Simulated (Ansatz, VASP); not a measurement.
PbS in VASP and in Ansatz

```
Pb S
1.0
     2.09642   -6.11776    0.00000
     2.09642    6.11776    0.00000
     0.00000    0.00000    4.29599
Pb S
2 2
Direct
  0.86670 0.13330 0.75000
  0.13330 0.86670 0.25000
  0.64539 0.35461 0.75000
  0.35461 0.64539 0.25000
```

Alike in both runs: functional PBE; k mesh 8 × 8 × 6; occupations gaussian, width 0.02 eV; no spin polarisation.

Ansatz relaxed the structure, and its values are those at the end. VASP's run is a single point on that final structure, the one shown.

```csv
,VASP,Ansatz
version,VASP 6.6.1,Ansatz 0.2.0
potentials or method,"VASP PAW PBE potentials, release 64 (Pb_d, S), cutoff 520 eV","scalar-relativistic, plane waves, PAW"
valence electrons in the cell,40,40
```

Ansatz gave:

```
gap on the k mesh at the Fermi level (eV) : 1.29
least direct gap on the mesh (eV)         : 1.49
pressure (GPa)                            : 0.0
```

**Question.** What did VASP give for the same quantities?

**Answer.** gap on the k mesh at the Fermi level (eV): 1.29; least direct gap on the mesh (eV): 1.50; pressure (GPa): -0.1.

The functional is the same, so the differences come from potentials, cutoffs and numerics.

Neither program's run includes spin-orbit coupling.
